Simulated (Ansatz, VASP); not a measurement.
# Two plane-wave programs on MgBe2Te3

```
CELL_PARAMETERS angstrom
8.05334 0.00000 0.00000
-4.02667 6.97440 0.00000
0.00000 0.00000 3.21507
ATOMIC_POSITIONS crystal
Mg 0.00000 0.00000 0.50000
Be 0.33333 0.66667 0.00000
Be 0.66667 0.33333 0.00000
Te 0.50000 0.00000 0.00000
Te 0.00000 0.50000 0.00000
Te 0.50000 0.50000 0.00000
```

Alike in both runs: functional PBE; k mesh 6 × 6 × 12; occupations gaussian, width 0.1 eV; no spin polarisation.

Ansatz relaxed the structure, and its values are those at the end. VASP's run is a single point on that final structure, the one shown.

|  | VASP | Ansatz |
| --- | --- | --- |
| version | VASP 6.6.1 | Ansatz 0.2.0 |
| potentials or method | VASP PAW PBE potentials, release 64 (Mg, Be, Te), cutoff 520 eV | scalar-relativistic, plane waves, PAW |
| valence electrons in the cell | 24 | 62 |

|  | VASP | Ansatz | Ansatz less VASP |
| --- | --- | --- | --- |
| gap on the k mesh at the Fermi level (eV) | none | none | - |
| pressure (GPa) | 0.1 | 0.0 | -0.07 |

A gap of «none» marks a metal or a gap that the smearing closes. VASP's potentials hold 24 valence electrons a cell and Ansatz's 62, so a difference there can come from the potentials and not from the codes.

Neither program's run includes spin-orbit coupling.
